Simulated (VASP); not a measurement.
Write the native input for VASP 6.6.1 that does the following.

* Task: single point
* Functional: PBEsol
* Potentials or basis: VASP PAW PBE potentials, release 64 (K_sv, F)
* Cutoff: 520 eV
* k mesh: 9 × 9 × 9
* Occupations: fermi-dirac, width 0.01 eV
* Spin: no spin polarisation
* Dipole correction: no
* Further INCAR settings: ALGO = Normal; EDIFF = 1e-07; NBANDS = 15

The structure of KF lies in POSCAR:

```
KF
1.0
    0.0000000000      2.7259348808      2.7259348808
    2.7259348808      0.0000000000      2.7259348808
    2.7259348808      2.7259348808      0.0000000000
K F
1 1
Direct
    0.0000000000      0.0000000000      0.0000000000
    0.5000000000      0.5000000000      0.5000000000
```

One way to write it, as run:

INCAR

```
PREC = Accurate ; ENCUT = 520
EDIFF = 1E-7 ; ISMEAR = -1
SIGMA = 0.01 ; LREAL = F
LASPH = T ; NELM = 60
ALGO = Normal ; ISIF = 2
LWAVE = F ; LCHARG = F
GGA = PS ; NBANDS = 15
```

KPOINTS

```
Automatic mesh
0
Gamma
  9 9 9
```

Potentials or basis: VASP PAW PBE potentials, release 64 (K_sv, F).

Command:

```sh
$ cat potpaw_PBE.64/K_sv/POTCAR potpaw_PBE.64/F/POTCAR > POTCAR
$ mpirun -np 1 vasp_std > vasp.out
```

Results of the run:

| Quantity | Value |
| --- | --- |
| Pressure | -2.2 GPa |
| Band gap on the k mesh | 5.74 eV |

Caveat: the PAW data sets were made with another functional, which shifts forces and pressure a little; an odd mesh through Γ misses points on the zone boundary, where band edges can lie.

Wall time 50 s on 1 thread of Intel Xeon 8259CL (shared host), peak memory 0.17 GiB.
